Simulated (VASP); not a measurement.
Write the native input for VASP 6.6.1 that does the following.

```
Task                   : single point
Functional             : PBEsol
Dispersion             : D3(BJ)
Potentials or basis    : VASP PAW PBE potentials, release 64 (In_d, O)
Cutoff                 : 520 eV
k mesh                 : 12 × 12 × 4
Occupations            : gaussian, width 0.05 eV
Spin                   : no spin polarisation
Dipole correction      : no
Further INCAR settings : ALGO = Normal; EDIFF = 1e-06; NBANDS = 27
```

The structure of InO lies in POSCAR:

```
InO
1.0
    3.2696138064      0.0000000000      0.0000000000
   -1.6348069032      2.8315686169      0.0000000000
    0.0000000000      0.0000000000     16.8195237799
In O
2 2
Direct
    0.6666666667      0.3333333333      0.5886730781
    0.6666666667      0.3333333333      0.4113269219
    0.0000000000      0.0000000000      0.6398171659
    0.0000000000      0.0000000000      0.3601828341
```

This cell differs from its parent crystal: ratio of the length along z to the lengths across it x 1.1, volume and fractional coordinates fixed.

The input as run:

INCAR

```
SYSTEM = InO
  PREC = Accurate
  ENCUT = 520
  EDIFF = 1E-6
  ISMEAR = 0
  SIGMA = 0.05
  LREAL = .FALSE.
  LASPH = .TRUE.
  NELM = 80
  ALGO = Normal
  ISIF = 2
  LWAVE = .FALSE.
  LCHARG = .TRUE.
  GGA = PS
  IVDW = 12
  LELF = .TRUE.
  LVHAR = .TRUE.
  NBANDS = 27
```

KPOINTS

```
regular mesh
0
G
  12 12 4
  0 0 0
```

Potentials or basis: VASP PAW PBE potentials, release 64 (In_d, O).

Command:

```bash
$ cat potpaw_PBE.64/In_d/POTCAR potpaw_PBE.64/O/POTCAR > POTCAR
$ mpirun -np 1 vasp_std > vasp.out
```

Results of the run:

The largest force is 0.981 eV/Å and the band gap on the k mesh is 0.11 eV (least direct gap 1.39 eV). The dispersion energy per atom is -0.136 eV.

Caveat: there is no dipole correction, which matters where the two faces differ; the PAW data sets were made with another functional, which shifts forces and pressure a little; spin-orbit coupling is left out, which moves the levels of the heavy elements.

Run time: 2.6 min on 1 thread of AMD EPYC 9R45 96-Core Processor (Zen 5), with other jobs on the host, peak memory 0.35 GiB.
